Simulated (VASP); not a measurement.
Input of a VASP 6.6.1 run:

File INCAR:

```
SYSTEM = Sr
PREC = Accurate ; ENCUT = 520
EDIFF = 1E-6 ; ISMEAR = -1
SIGMA = 0.2 ; LREAL = .FALSE.
LASPH = .TRUE. ; NELM = 60
ALGO = Normal ; ISIF = 2
LWAVE = .FALSE. ; LCHARG = .FALSE.
GGA = PE ; NBANDS = 11
```

The input KPOINTS:

```
regular mesh
0
G
  9 9 9
  0 0 0
```

File POSCAR:

```
Sr
1.0
    0.0000000000      3.0191365063      3.0191365063
    3.0191365063      0.0000000000      3.0191365063
    3.0191365063      3.0191365063      0.0000000000
Sr
1
Direct
    0.0000000000      0.0000000000      0.0000000000
```

Potentials or basis: VASP PAW PBE potentials, release 64 (Sr_sv).

Run with:

```sh
$ cat potpaw_PBE.64/Sr_sv/POTCAR > POTCAR
$ mpirun -np 1 vasp_std > vasp.out
```

Q: What does it give for the pressure?

A: 0.1 GPa.
